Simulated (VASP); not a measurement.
Wanted: the native input for a VASP 6.6.1 run.

```
Task                               : single point
Functional                         : PBE-based global hybrid with 20 % exact exchange
Potentials or basis                : VASP PAW PBE potentials, release 64 (Ga_d, As)
Cutoff                             : 520 eV
k mesh                             : 4 × 4 × 4
Occupations                        : gaussian, width 0.01 eV
Spin                               : no spin polarisation
Dipole correction                  : no
Grid for exact exchange (PRECFOCK) : Normal
Share of exact exchange            : 0.2
Further INCAR settings             : ALGO = Normal; EDIFF = 1e-06; NBANDS = 16
```

The system is GaAs.

```
Ga As
1.0
     0.00000    2.83308    2.83308
     2.83308    0.00000    2.83308
     2.83308    2.83308    0.00000
Ga As
1 1
Direct
  0.00000 0.00000 0.00000
  0.25000 0.25000 0.25000
```

The input as run:

POSCAR

```
GaAs
1.0
    0.0000000000      2.8330831910      2.8330831910
    2.8330831910      0.0000000000      2.8330831910
    2.8330831910      2.8330831910      0.0000000000
Ga As
1 1
Direct
    0.0000000000      0.0000000000      0.0000000000
    0.2500000000      0.2500000000      0.2500000000
```

INCAR.step1

```
SYSTEM = GaAs
PREC     = Accurate       ! precision mode
ENCUT    = 520            ! plane-wave cutoff, eV
EDIFF    = 1E-5           ! SCF threshold, eV
ISMEAR   = 0              ! smearing method
SIGMA    = 0.01           ! smearing width, eV
LREAL    = .False.        ! projectors in reciprocal space
LASPH    = .True.         ! aspherical terms in the spheres
NELM     = 60             ! most SCF steps
ALGO     = Normal         ! electronic algorithm
ISIF     = 2              ! what is computed and relaxed
LWAVE    = .True.         ! write WAVECAR
NBANDS   = 16             ! bands
GGA      = PE             ! functional
```

INCAR.step2

```
SYSTEM = GaAs
PREC     = Accurate       ! precision mode
ENCUT    = 520            ! plane-wave cutoff, eV
EDIFF    = 1E-6           ! SCF threshold, eV
ISMEAR   = 0              ! smearing method
SIGMA    = 0.01           ! smearing width, eV
LREAL    = .False.        ! projectors in reciprocal space
LASPH    = .True.         ! aspherical terms in the spheres
NELM     = 60             ! most SCF steps
ALGO     = Normal         ! electronic algorithm
ISIF     = 2              ! what is computed and relaxed
LWAVE    = .False.        ! write WAVECAR
LCHARG   = .True.         ! write CHGCAR
GGA      = PE             ! functional
LHFCALC  = .True.         ! exact exchange
AEXX     = 0.2            ! exact-exchange fraction
PRECFOCK = Normal       
LELF     = .True.         ! ELF
LVHAR    = .True.       
NBANDS   = 16             ! bands
ISTART   = 1
```

KPOINTS

```
regular mesh
0
Gamma
  4 4 4
  0 0 0
```

Potentials or basis: VASP PAW PBE potentials, release 64 (Ga_d, As).

Run with:

```sh
$ cat potpaw_PBE.64/Ga_d/POTCAR potpaw_PBE.64/As/POTCAR > POTCAR
$ cp INCAR.step1 INCAR
$ mpirun -np 1 vasp_std > vasp.out
$ cp INCAR.step2 INCAR
$ mpirun -np 1 vasp_std > vasp.out
```

Results of the run:

| Item | Value |
| --- | --- |
| Pressure | 1.0 GPa |
| Band gap on the k mesh | 1.78 eV |

Caveat: the k points lie up to 0.48 Å⁻¹ apart; the PAW data sets were made with another functional, which shifts forces and pressure a little.

Wall time 12 min on 1 thread of Intel Xeon 8259CL (shared host), peak memory 0.19 GiB.
